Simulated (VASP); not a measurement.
Write the native input for VASP 6.6.1 that does the following.

```yaml
Task: single point
Functional: LDA
Potentials_or_basis: VASP PAW LDA potentials, release 64 (Ga_d, Cu, C, Cl, O)
Cutoff: 520 eV
k_mesh: 1 × 1 × 1
Occupations: fermi-dirac, width 0.05 eV
Spin: no spin polarisation
Dipole_correction: no
Further_INCAR_settings: LREAL = Auto; ALGO = Normal; EDIFF = 1e-07; NBANDS = 140
```

The structure of Ga4Cu3C4Cl16O4 (a cell with a defect) lies in POSCAR:

```
Ga4Cu3C4Cl16O4
1.0
   -7.5471110000     -7.1359570000      0.0000000000
    6.4817650000     -7.1359570000      0.0000000000
    3.1356770000      1.1678080000      8.2843600000
Ga Cu C Cl O
4 3 4 16 4
Direct
   -0.0084023579      0.2053907483      0.7383068819
    0.9893214284      0.7518499233      0.2218034948
    0.5202801402      0.7039110199      0.7554114017
    0.5061680977      0.2854793228      0.2585715734
    0.1007420911      0.1584344600      0.1958992608
    0.8721848744      0.8454057914      0.7796257043
    0.3935573497      0.3618803867      0.7793842856
    0.9755547372      0.2695535065      0.2354315843
    0.0400343018      0.7530682910      0.7964888054
    0.4392192502      0.7530184449      0.1376569826
    0.5433621091      0.2478440048      0.8013413227
    0.6586599230      0.6003436140      0.9729297133
    0.3423819602      0.4129720311     -0.0010501716
    0.6391313209      0.4190255926      0.4044005813
    0.3825249324      0.5644636995      0.6017000710
    0.9160752605      0.6991092988      0.4255730075
    0.1339447202      0.2630252013      0.5932142012
    0.9066409343      0.3695811536      0.8489973878
    0.0672975004      0.5953019083      0.1461549233
    0.1132053435      0.0770815374      0.9666648963
    0.8487126636      0.9115961494      0.0035005722
    0.0978622670      0.9197076005      0.3231993781
    0.8551249444      0.0875561446      0.5631334225
    0.3587354285      0.2603816460      0.3842179722
    0.6362146178      0.8473689768      0.6132761010
    0.3968427066      0.8496534965      0.8121568836
    0.5940029641      0.0848817067      0.1910346726
    0.8630504703      0.3090299981      0.2122915952
    0.1308842449      0.6730901645      0.8323515637
    0.4225747531      0.8273944165      0.2170958288
    0.6312240168      0.1705394748      0.8017155218
```

These files were run (other wordings do the same):

INCAR

```
PREC = Accurate ; ENCUT = 520
EDIFF = 1E-7 ; ISMEAR = -1
SIGMA = 0.05 ; LREAL = Auto
LASPH = True ; NELM = 100
ALGO = Normal ; ISIF = 2
LWAVE = False ; LCHARG = False
GGA = CA ; NBANDS = 140
```

KPOINTS

```
regular mesh
0
Gamma
  1 1 1
```

Potentials or basis: VASP PAW LDA potentials, release 64 (Ga_d, Cu, C, Cl, O).

Run with:

```sh
$ cat potpaw_LDA.64/Ga_d/POTCAR potpaw_LDA.64/Cu/POTCAR potpaw_LDA.64/C/POTCAR potpaw_LDA.64/Cl/POTCAR potpaw_LDA.64/O/POTCAR > POTCAR
$ mpirun -np 1 vasp_gam > vasp.out
```

Results of the run:

```
Pressure               : -2.5 GPa
Largest force          : 3.031 eV/Å
Band gap on the k mesh : zero (an odd number of electrons rules out a gap without spin polarisation)
```

Caveat: the k points lie up to 0.76 Å⁻¹ apart, too coarse for converged energies and pressures of a metal; an odd number of electrons without spin polarisation forces a metal; a magnetic or distorted state may lie lower; semilocal functionals often make such compounds metallic where correlation or magnetic order opens a gap, which also shifts bond lengths.

It took 4.1 min on 1 thread of AMD EPYC 7R43 64-Core Processor (Zen 3) (shared host), peak memory 0.61 GiB.
